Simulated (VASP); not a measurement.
# BaTe (Fm-3m) in VASP: a series of runs

BaTe is run at these levels: PBE; tasks: single point.

All numbers are computed with VASP 6.6.1; they aren't measurements. Logs are shortened: lines on timing, memory, paths and dates and some standing lists are left out, and cuts for length are marked.

## 1. The cell of the first run

It takes space group Fm-3m (No. 225, cubic). The conventional cell has a = 6.820 Å, b = 6.820 Å, c = 6.820 Å, α = 90.00°, β = 90.00°, γ = 90.00°. Within 4.5 Å of Ba (site symmetry m-3m) lie 6 Te at 3.41 Å. Within 4.5 Å of Te (site symmetry m-3m) lie 6 Ba at 3.41 Å.

## 2. Single point, PBE, non-collinear spin, zero start, spin-orbit coupling

Contents of INCAR:

```
SYSTEM = BaTe
PREC = Accurate
ENCUT = 520
EDIFF = 1E-7
ISMEAR = 0
SIGMA = 0.05
LREAL = .FALSE.
LASPH = .TRUE.
NELM = 150
ALGO = Normal
ISIF = 2
LWAVE = .FALSE.
LCHARG = .FALSE.
LNONCOLLINEAR = .TRUE.
MAGMOM = 0 0 0 0 0 0
LORBIT = 11
LSORBIT = .TRUE.
GGA_COMPAT = .FALSE.
LORBMOM = .TRUE.
GGA = PE
NBANDS = 28
```

Contents of KPOINTS:

```
Automatic mesh
0
G
  6 6 6
  0 0 0
```

Contents of POSCAR:

```
BaTe
1.0
    0.0000000000      3.4099993980      3.4099993980
    3.4099993980      0.0000000000      3.4099993980
    3.4099993980      3.4099993980      0.0000000000
Ba Te
1 1
Direct
    0.5000000000      0.5000000000      0.5000000000
    0.0000000000      0.0000000000      0.0000000000
```

Potentials or basis: VASP PAW PBE potentials, release 64 (Ba_sv, Te).

Started as:

```console
$ cat potpaw_PBE.64/Ba_sv/POTCAR potpaw_PBE.64/Te/POTCAR > POTCAR
$ mpirun -np 1 vasp_ncl > vasp.out
```

OUTCAR:

```text
SYSTEM = BaTe
   PREC = Accurate
   ENCUT = 520
   EDIFF = 1E-7
   ISMEAR = 0
   LREAL = .FALSE.
   LASPH = .TRUE.
   NELM = 150
   ISIF = 2
   LNONCOLLINEAR = .TRUE.
   LORBIT = 11
   LSORBIT = .TRUE.
   GGA = PE

 ion  position               nearest neighbor table
   1  0.500  0.500  0.500-   2 3.41   2 3.41   2 3.41   2 3.41   2 3.41   2 3.41
   2  0.000  0.000  0.000-   1 3.41   1 3.41   1 3.41   1 3.41   1 3.41   1 3.41

  LATTYP: Found a face centered cubic cell.
 ALAT       =     6.8199987960

  Lattice vectors:

 A1 = (   0.0000000000,   3.4099993980,   3.4099993980)
 A2 = (   3.4099993980,   0.0000000000,   3.4099993980)
 A3 = (   3.4099993980,   3.4099993980,   0.0000000000)

Analysis of symmetry for initial positions (statically):
=====================================================================
 Subroutine PRICEL returns:
 Original cell was already a primitive cell.

 Routine SETGRP: Setting up the symmetry group for a
 face centered cubic supercell.

 Subroutine GETGRP returns: Found 48 space group operations
 (whereof 48 operations were pure point group operations)
 out of a pool of 48 trial point group operations.

The static configuration has the point symmetry O_h .

Analysis of symmetry for dynamics (positions and initial velocities):
=====================================================================
 Subroutine PRICEL returns:
 Original cell was already a primitive cell.

 Routine SETGRP: Setting up the symmetry group for a
 face centered cubic supercell.

 Subroutine GETGRP returns: Found 48 space group operations
 (whereof 48 operations were pure point group operations)
 out of a pool of 48 trial point group operations.

The dynamic configuration has the point symmetry O_h .

Analysis of structural, dynamic, and magnetic symmetry:
=====================================================================
 Subroutine PRICEL returns:
 Original cell was already a primitive cell.

 Routine SETGRP: Setting up the symmetry group for a
 face centered cubic supercell.

 Subroutine GETGRP returns: Found 48 space group operations
 (whereof 48 operations were pure point group operations)
 out of a pool of 48 trial point group operations.

The overall configuration has the point symmetry O_h .

 Subroutine INISYM returns: Found 48 space group operations
 (whereof 48 operations are pure point group operations),
 and found     1 'primitive' translations

----------------------------------------------------------------------------------------

[... 663 lines left out ...]
    total drift:                                0.000000      0.000000      0.000000

  FREE ENERGIE OF THE ION-ELECTRON SYSTEM (eV)
  ---------------------------------------------------
  free  energy   TOTEN  =        -8.8026681584 eV

  energy  without entropy=       -8.8026681584  energy(sigma->0) =       -8.80266816

 orbital moment (x)

 # of ion     p       d       tot
 ----------------------------------------
  1        -0.000   0.000   0.000
  2         0.000   0.000   0.000
 ----------------------------------------
            0.000   0.000   0.000

 orbital moment (y)

 # of ion     p       d       tot
 ----------------------------------------
  1        -0.000  -0.000  -0.000
  2         0.000  -0.000   0.000
 ----------------------------------------
            0.000  -0.000   0.000

 orbital moment (z)

 # of ion     p       d       tot
 ----------------------------------------
  1         0.000   0.000   0.000
  2         0.000   0.000   0.000
 ----------------------------------------
            0.000   0.000   0.000

 Spin-Orbit-Coupling matrix elements

 Ion:    1  E_soc:     -0.3965515
 l=   1
     0.0000000    -0.0655204    -0.0655204
    -0.0655204     0.0000000    -0.0655204
    -0.0655204    -0.0655204     0.0000000
 l=   2
     0.0000000     0.0000237     0.0000000     0.0000237    -0.0005952
     0.0000237     0.0000000    -0.0004464     0.0000237    -0.0001488
     0.0000000    -0.0004464     0.0000000    -0.0004464     0.0000000
     0.0000237     0.0000237    -0.0004464     0.0000000    -0.0001488
    -0.0005952    -0.0001488     0.0000000    -0.0001488     0.0000000
 l=   3
     0.0000000     0.0000000     0.0000000     0.0000000     0.0000000     0.0000000     0.0000000
     0.0000000     0.0000000     0.0000000     0.0000000     0.0000000     0.0000000     0.0000000
     0.0000000     0.0000000     0.0000000     0.0000000     0.0000000     0.0000000     0.0000000
     0.0000000     0.0000000     0.0000000     0.0000000     0.0000000     0.0000000     0.0000000
     0.0000000     0.0000000     0.0000000     0.0000000     0.0000000     0.0000000     0.0000000
     0.0000000     0.0000000     0.0000000     0.0000000     0.0000000     0.0000000     0.0000000
     0.0000000     0.0000000     0.0000000     0.0000000     0.0000000     0.0000000     0.0000000

 Ion:    2  E_soc:     -0.1877011
 l=   1
     0.0000000    -0.0312812    -0.0312812
    -0.0312812     0.0000000    -0.0312812
    -0.0312812    -0.0312812     0.0000000
 l=   2
     0.0000000    -0.0000044     0.0000000    -0.0000044     0.0000021
    -0.0000044     0.0000000     0.0000016    -0.0000044     0.0000005
     0.0000000     0.0000016     0.0000000     0.0000016     0.0000000
    -0.0000044    -0.0000044     0.0000016     0.0000000     0.0000005
     0.0000021     0.0000005     0.0000000     0.0000005     0.0000000
 l=   3
     0.0000000     0.0000000     0.0000000     0.0000000     0.0000000     0.0000000     0.0000000
     0.0000000     0.0000000     0.0000000     0.0000000     0.0000000     0.0000000     0.0000000
     0.0000000     0.0000000     0.0000000     0.0000000     0.0000000     0.0000000     0.0000000
     0.0000000     0.0000000     0.0000000     0.0000000     0.0000000     0.0000000     0.0000000
     0.0000000     0.0000000     0.0000000     0.0000000     0.0000000     0.0000000     0.0000000
     0.0000000     0.0000000     0.0000000     0.0000000     0.0000000     0.0000000     0.0000000
     0.0000000     0.0000000     0.0000000     0.0000000     0.0000000     0.0000000     0.0000000

 total charge

# of ion       s       p       d       tot
------------------------------------------
    1        2.014   5.610   0.312   7.936
    2        1.343   2.157   0.005   3.506
--------------------------------------------------
tot          3.357   7.768   0.317  11.442

 magnetization (x)

# of ion       s       p       d       tot
------------------------------------------
    1       -0.000   0.000   0.000  -0.000
    2       -0.000  -0.000   0.000  -0.000
--------------------------------------------------
tot         -0.000  -0.000   0.000  -0.000

 magnetization (y)

# of ion       s       p       d       tot
------------------------------------------
    1       -0.000   0.000  -0.000  -0.000
    2       -0.000  -0.000   0.000  -0.000
--------------------------------------------------
tot         -0.000  -0.000  -0.000  -0.000

 magnetization (z)

# of ion       s       p       d       tot
------------------------------------------
    1        0.000   0.000   0.000   0.000
    2       -0.000  -0.000  -0.000  -0.000
--------------------------------------------------
tot         -0.000  -0.000   0.000  -0.000
```

stdout:

```text
POSCAR found type information on POSCAR BaTe
 POSCAR found :  2 types and       2 ions
 scaLAPACK will be used
 LDA part: xc-table for (Slater+PW92), standard interpolation
 POSCAR, INCAR and KPOINTS ok, starting setup
 FFT: planning ... GRIDC
 FFT: planning ... GRID_SOFT
 FFT: planning ... GRID
 WAVECAR not read
 entering main loop
```

Wall time 60 s (1 thread of Intel Xeon Platinum 8488C (Sapphire Rapids), shared host); peak memory 0.4 GiB.

What came out:

```
Free energy                                           : -8.8027 eV
Pressure                                              : 4.2 GPa
Net moment                                            : 0.00 μB per cell
Valence electrons inside the program's atomic spheres : Ba 7.94; Te 3.51
```

Moments on the atoms (μB; x, y, z):
```
Ba  0.00 0.00 0.00
Te  0.00 0.00 0.00
```

## 3. Single point, PBE, non-collinear spin, zero start, spin-orbit coupling

Contents of INCAR:

```
ALGO = Normal ; EDIFF = 1E-7
ENCUT = 520 ; GGA = PE
GGA_COMPAT = F ; ISIF = 2
ISMEAR = 0 ; LASPH = T
LCHARG = F ; LORBIT = 11
LORBMOM = T ; LREAL = F
LSORBIT = T ; LWAVE = F
MAGMOM = 0 0 0 0 0 0 ; NBANDS = 28
NELM = 150 ; PREC = Accurate
SIGMA = 0.05
```

Contents of KPOINTS:

```
k-points
0
Gamma
  6 6 6
```

POSCAR is that of step 2.

Potentials or basis: VASP PAW PBE potentials, release 64 (Ba_sv, Te).

Started as:

```console
$ cat potpaw_PBE.64/Ba_sv/POTCAR potpaw_PBE.64/Te/POTCAR > POTCAR
$ mpirun -np 1 vasp_ncl > vasp.out
```

OUTCAR:

```text
EDIFF = 1E-7
   ENCUT = 520
   GGA = PE
   ISIF = 2
   ISMEAR = 0
   LASPH = T
   LORBIT = 11
   LREAL = F
   LSORBIT = T
   NELM = 150
   PREC = Accurate

 ion  position               nearest neighbor table
   1  0.500  0.500  0.500-   2 3.41   2 3.41   2 3.41   2 3.41   2 3.41   2 3.41
   2  0.000  0.000  0.000-   1 3.41   1 3.41   1 3.41   1 3.41   1 3.41   1 3.41

  LATTYP: Found a face centered cubic cell.
 ALAT       =     6.8199987960

  Lattice vectors:

 A1 = (   0.0000000000,   3.4099993980,   3.4099993980)
[... 780 lines left out ...]
    -0.0000044    -0.0000044     0.0000016     0.0000000     0.0000005
     0.0000021     0.0000005     0.0000000     0.0000005     0.0000000
 l=   3
     0.0000000     0.0000000     0.0000000     0.0000000     0.0000000     0.0000000     0.0000000
     0.0000000     0.0000000     0.0000000     0.0000000     0.0000000     0.0000000     0.0000000
     0.0000000     0.0000000     0.0000000     0.0000000     0.0000000     0.0000000     0.0000000
     0.0000000     0.0000000     0.0000000     0.0000000     0.0000000     0.0000000     0.0000000
     0.0000000     0.0000000     0.0000000     0.0000000     0.0000000     0.0000000     0.0000000
     0.0000000     0.0000000     0.0000000     0.0000000     0.0000000     0.0000000     0.0000000
     0.0000000     0.0000000     0.0000000     0.0000000     0.0000000     0.0000000     0.0000000

 total charge

# of ion       s       p       d       tot
------------------------------------------
    1        2.014   5.610   0.312   7.936
    2        1.343   2.157   0.005   3.506
--------------------------------------------------
tot          3.357   7.768   0.317  11.442

 magnetization (x)

# of ion       s       p       d       tot
------------------------------------------
    1       -0.000   0.000   0.000  -0.000
    2       -0.000  -0.000   0.000  -0.000
--------------------------------------------------
tot         -0.000  -0.000   0.000  -0.000

 magnetization (y)

# of ion       s       p       d       tot
------------------------------------------
    1       -0.000   0.000  -0.000  -0.000
    2       -0.000  -0.000   0.000  -0.000
--------------------------------------------------
tot         -0.000  -0.000  -0.000  -0.000

 magnetization (z)

# of ion       s       p       d       tot
------------------------------------------
    1        0.000   0.000   0.000   0.000
    2       -0.000  -0.000  -0.000  -0.000
--------------------------------------------------
tot         -0.000  -0.000   0.000  -0.000
```

OSZICAR:

```text
N       E                     dE             d eps       ncg     rms          rms(c)
DAV:   1     0.981006131246E+02    0.98101E+02   -0.61351E+03   896   0.937E+02
DAV:   2    -0.153483784119E+01   -0.99635E+02   -0.92735E+02  1208   0.187E+02
DAV:   3    -0.864233560314E+01   -0.71075E+01   -0.70519E+01  1188   0.517E+01
DAV:   4    -0.889117166965E+01   -0.24884E+00   -0.24841E+00  1328   0.843E+00
DAV:   5    -0.889441211468E+01   -0.32404E-02   -0.32400E-02  1092   0.932E-01    0.491E+00
DAV:   6    -0.879690351543E+01    0.97509E-01   -0.12666E-01  1084   0.187E+00    0.317E+00
DAV:   7    -0.879366873407E+01    0.32348E-02   -0.79521E-02  1076   0.157E+00    0.196E+00
DAV:   8    -0.880041016245E+01   -0.67414E-02   -0.91558E-03  1140   0.641E-01    0.512E-01
DAV:   9    -0.880213314340E+01   -0.17230E-02   -0.31290E-03   932   0.399E-01    0.992E-02
DAV:  10    -0.880251905590E+01   -0.38591E-03   -0.49374E-04  1036   0.143E-01    0.595E-02
DAV:  11    -0.880264106841E+01   -0.12201E-03   -0.96036E-05  1088   0.619E-02    0.271E-02
DAV:  12    -0.880266691643E+01   -0.25848E-04   -0.35913E-05   948   0.406E-02    0.916E-03
DAV:  13    -0.880266770890E+01   -0.79247E-06   -0.23007E-06  1416   0.655E-03    0.295E-03
DAV:  14    -0.880266800715E+01   -0.29825E-06   -0.32694E-07   952   0.342E-03    0.128E-03
DAV:  15    -0.880266815559E+01   -0.14844E-06   -0.32237E-08   696   0.118E-03    0.337E-04
DAV:  16    -0.880266815843E+01   -0.28392E-08   -0.68473E-09   496   0.518E-04
   1 F= -.88026682E+01 E0= -.88026682E+01  d E =-.574852E-12  mag=     0.0000     0.0000     0.0000
```

Run time: 59 s. Hardware: 1 thread of Intel Xeon Platinum 8488C (Sapphire Rapids), shared host; peak memory 0.41 GiB.

Results:

```yaml
Free_energy: -8.8027 eV
Pressure: 4.2 GPa
Net_moment: 0.00 μB per cell
Valence_electrons_inside_the_program's_atomic_spheres: Ba 7.94; Te 3.51
```

Moments on the atoms (μB; x, y, z):
```
Ba  0.00 0.00 0.00
Te  0.00 0.00 0.00
```
